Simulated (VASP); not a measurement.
Input of a VASP 6.6.1 run:

The input POSCAR:

```
SiGe3
1.0
    4.0528818138      0.0000000000      0.0000000000
    0.0000000000      4.0528818138      0.0000000000
    0.0000000000      0.0000000000      4.0528818138
Si Ge
1 3
Direct
    0.0000000000      0.0000000000      0.0000000000
    0.0000000000      0.5000000000      0.5000000000
    0.5000000000      0.0000000000      0.5000000000
    0.5000000000      0.5000000000      0.0000000000
```

File INCAR.step1:

```
ALGO = Normal
EDIFF = 1E-4
ENCUT = 520
GGA = PE
ISMEAR = 0
LASPH = T
LCHARG = F
LREAL = F
LWAVE = T
NBANDS = 31
NELM = 100
PREC = Accurate
SIGMA = 0.1
```

Contents of INCAR.step2:

```
ALGO = Normal
EDIFF = 1E-7
ENCUT = 520
ISIF = 2
ISMEAR = 0
ISTART = 1
LASPH = T
LCHARG = F
LMIXTAU = T
LREAL = F
LWAVE = F
METAGGA = R2SCAN
NBANDS = 31
NELM = 100
PREC = Accurate
SIGMA = 0.1
```

Contents of KPOINTS:

```
k-points
0
Gamma
  4 4 4
```

Potentials or basis: VASP PAW PBE potentials, release 64 (Si, Ge_d).

Run with:

```console
$ cat potpaw_PBE.64/Si/POTCAR potpaw_PBE.64/Ge_d/POTCAR > POTCAR
$ cp INCAR.step1 INCAR
$ mpirun -np 1 vasp_std > vasp.out
$ cp INCAR.step2 INCAR
$ mpirun -np 1 vasp_std > vasp.out
```

(1) Estimate the band gap on the k mesh.

(2) Predict the pressure.

Results:

(1) zero (band 23 reaches 11.13 eV, above the bottom of band 24 at 7.40 eV).

(2) 9.7 GPa.

Caveat: the k points lie up to 0.39 Å⁻¹ apart; the PAW data sets were made with another functional, which shifts forces and pressure a little.
